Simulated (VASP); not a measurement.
## TiO2 (Rutile): single point with PBEsol

**Measured values to compare with.**

“Shallow Valence Band of Rutile GeO2 and P-type Doping”, 2020, arxiv:2011.08928 quotes, for a bulk crystal of TiO2 at 1.6 K: band gap 3.03 eV (direct).

Crystal: TiO2 (Rutile).

```
Ti O
1.0
     4.59220    0.00000    0.00000
     0.00000    4.59220    0.00000
     0.00000    0.00000    2.95740
Ti O
2 4
Direct
  0.00000 0.00000 0.00000
  0.50000 0.50000 0.50000
  0.30496 0.30496 0.00000
  0.19504 0.80496 0.50000
  0.69504 0.69504 0.00000
  0.80496 0.19504 0.50000
```

- Program: VASP 6.6.1
- Task: single point
- Functional: PBEsol
- Potentials or basis: VASP PAW PBE potentials, release 64 (Ti_sv, O)
- Cutoff: 520 eV
- k mesh: 4 × 4 × 6
- Occupations: gaussian, width 0.01 eV
- Spin: no spin polarisation
- Dipole correction: no
- Further INCAR settings: ALGO = Normal; EDIFF = 1e-06; NBANDS = 33

```json
{
 "Pressure": "-1.0 GPa",
 "Largest force": "0.055 eV/Å",
 "Band gap on the k mesh": "1.83 eV, direct"
}
```

Forces on the atoms (eV/Å):
```
Ti   0.000  0.000  0.000
Ti   0.000  0.000  0.000
O   -0.039 -0.039  0.000
O    0.039 -0.039  0.000
O    0.039  0.039  0.000
O   -0.039  0.039  0.000
```

Stress tensor (GPa, compression positive):
```
-0.47  0.00  0.00
 0.00 -0.47  0.00
 0.00  0.00 -2.15
```

Levels at points of the mesh, in eV from the valence-band top:
```
           k point  band 22  band 23  band 24  band 25  band 26  band 27
(0.00, 0.00, 0.00)    -0.45    -0.45     0.00     1.83     2.13     2.38
(0.50, 0.00, 0.00)    -1.66    -0.76    -0.76     2.52     2.52     3.00
(0.50, 0.50, 0.00)    -1.32    -1.06    -1.06     1.88     1.88     2.49
(0.00, 0.00, 0.50)    -2.42    -1.44    -1.44     2.96     2.96     3.15
(0.50, 0.00, 0.50)    -2.07    -1.05    -1.05     1.86     1.86     3.17
(0.50, 0.50, 0.50)    -1.30    -0.68    -0.68     2.56     2.56     3.19
```

Run time: 72 s on 1 thread of AMD EPYC 7R43 64-Core Processor (Zen 3) (shared host), peak memory 0.15 GiB.

A measured gap of TiO2 is 3.03 eV (direct; 1.6 K; quoted in “Shallow Valence Band of Rutile GeO2 and P-type Doping”, 2020, arxiv:2011.08928); the calculated 1.83 eV misses it by -1.20 eV. 2 values of this kind are on record in papers (3.03 to 3.05 eV); this one was drawn at random among those near their median. The value is that of PBEsol on a finite k mesh, which can miss the band edges, without temperature or zero-point motion. Semilocal functionals fall short of measured gaps as a rule.

Caveat: the PAW data sets were made with another functional, which shifts forces and pressure a little.
